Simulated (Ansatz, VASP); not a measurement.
## One calculation of SrO, two programs

INCAR

```
SYSTEM = SrO
ALGO = Normal
EDIFF = 1E-8
ENCUT = 520
GGA = PE
ISIF = 2
ISMEAR = -1
LASPH = .True.
LCHARG = .False.
LEFG = .True.
LREAL = .False.
LWAVE = .False.
NBANDS = 15
NELM = 60
PREC = Accurate
SIGMA = 0.02
```

Contents of KPOINTS:

```
k-points
0
Gamma
  8 8 8
  0 0 0
```

The input POSCAR:

```
SrO
1.0
    0.0000000000      2.6202010311      2.6202010311
    2.6202010311      0.0000000000      2.6202010311
    2.6202010311      2.6202010311      0.0000000000
Sr O
1 1
Direct
    0.0000000000      0.0000000000      0.0000000000
    0.5000000000      0.5000000000      0.5000000000
```

Input for Ansatz:

```yaml
crystal:
  lattice:
    - [0.0, 2.6202010311, 2.6202010311]
    - [2.6202010311, 0.0, 2.6202010311]
    - [2.6202010311, 2.6202010311, 0.0]
  atoms:
    - { symbol: Sr, position: [0.0, 0.0, 0.0] }
    - { symbol: O, position: [0.5, 0.5, 0.5] }
kpoints:
  mp_grid: { grid: [8, 8, 8] }
scf:
  occupations: { method: fermi_dirac, width: 0.02 }
hamiltonian:
  xc: pbe
  pseudopotentials: { kind: paw }
output:
  forces: true
  stress: true
  eigenvalues: true
  efg: { contact_densities: true }
```

Change from the starting cell: volume scaled by 1.06, PAW files.

Alike in both runs: task electric field gradients; functional PBE; k mesh 8 × 8 × 8; occupations fermi-dirac, width 0.02 eV; no spin polarisation.

|  | VASP | Ansatz |
| --- | --- | --- |
| version | VASP 6.6.1 | Ansatz 0.2.0 |
| potentials or method | VASP PAW PBE potentials, release 64 (Sr_sv, O) | PAW with Ansatz's default frozen-core files, scalar-relativistic |
| plane-wave cutoff (eV) | 520 | 420 |
| valence electrons in the cell | 16 | 16 |

|  | VASP | Ansatz | Ansatz less VASP |
| --- | --- | --- | --- |
| gap on the k mesh at the Fermi level (eV) | 3.29 | 3.33 | +0.044 |
| pressure (GPa) | -1.6 | -2.1 | -0.45 |
